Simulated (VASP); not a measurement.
Runs of VASP 6.6.1 on Al. The structure is that of space group P6_3/mmc (No. 194), or close to it. The cells are those of the table. 

| task | cell | cutoff (eV) | gap on the mesh (eV) | pressure (GPa) |
| --- | --- | --- | --- | --- |
| relaxation of cell and atoms | relaxed to 110 GPa from a = 2.424, b = 2.424, c = 3.944 Å, angles 90.0, 90.0, 120.0°, 2 atoms | 600 | none | 110.0 |
| relaxation of cell and atoms | relaxed to 110 GPa from a = 2.433, b = 2.433, c = 3.942 Å, angles 90.0, 90.0, 120.0°, 2 atoms | 600 | none | 110.0 |
| single point | a = 2.423, b = 2.423, c = 3.943 Å, angles 90.0, 90.0, 120.0°, 2 atoms | 520 | none | (a) |
| single point | a = 2.424, b = 2.424, c = 3.944 Å, angles 90.0, 90.0, 120.0°, 2 atoms | 520 | none | 110.2 |

Alike in all rows: level PBE; potentials or basis VASP PAW PBE potentials, release 64 (Al); no spin polarisation; k mesh 18 × 18 × 10; smearing fermi-dirac 0.05 eV.

Estimate the missing entries.

(a) 110.8.

Caveats: the cell is relaxed towards a set pressure, so the enthalpy falls and the energy may rise (some runs).

A gap of «none» marks levels without a gap at the run's occupations.
